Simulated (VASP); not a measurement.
A run of VASP 6.6.1:

The input POSCAR:

```
BaTiO3
1.0
    3.9722193411      0.0000000000      0.0000000000
    0.0000000000      3.9722193411      0.0000000000
    0.0000000000      0.0000000000      4.1127994632
Ba Ti O
1 1 3
Direct
    0.0000000000      0.0000000000     -0.0044081746
    0.5000000000      0.5000000000      0.4774876501
    0.5000000000      0.5000000000      0.0346048340
    0.5000000000      0.0000000000      0.5176578452
    0.0000000000      0.5000000000      0.5176578452
```

File INCAR.step1:

```
PREC = Accurate ; ENCUT = 910
ISMEAR = 0 ; SIGMA = 0.02
LREAL = False ; LASPH = True
NELM = 120 ; NBANDS = 28
GGA = PE ; ALGO = Normal
EDIFF = 1E-5 ; LWAVE = True
LCHARG = False ; GGA_COMPAT = False
```

The input INCAR.step2:

```
PREC = Accurate ; ENCUT = 910
EDIFF = 1E-6 ; ISMEAR = 0
SIGMA = 0.02 ; LREAL = False
LASPH = True ; NELM = 120
ALGO = Normal ; ISIF = 2
LWAVE = False ; LCHARG = False
METAGGA = R2SCAN ; LMIXTAU = True
NBANDS = 28 ; ISTART = 1
GGA_COMPAT = False
```

The input KPOINTS:

```
Automatic mesh
0
Gamma
  8 8 8
```

Potentials or basis: VASP PAW PBE potentials, release 64 (Ba_sv, Ti_sv, O_h).

Command:

```sh
$ cat potpaw_PBE.64/Ba_sv/POTCAR potpaw_PBE.64/Ti_sv/POTCAR potpaw_PBE.64/O_h/POTCAR > POTCAR
$ cp INCAR.step1 INCAR
$ mpirun -np 1 vasp_std > vasp.out
$ cp INCAR.step2 INCAR
$ mpirun -np 1 vasp_std > vasp.out
```

Hardware: 1 thread of Intel(R) Xeon(R) Platinum 8488C (Sapphire Rapids) (shared host).

Q: How long does it take, and how much memory?

A: Run time: 11 min on 1 thread of Intel(R) Xeon(R) Platinum 8488C (Sapphire Rapids) (shared host), peak memory 0.49 GiB. Counts: k points 75.
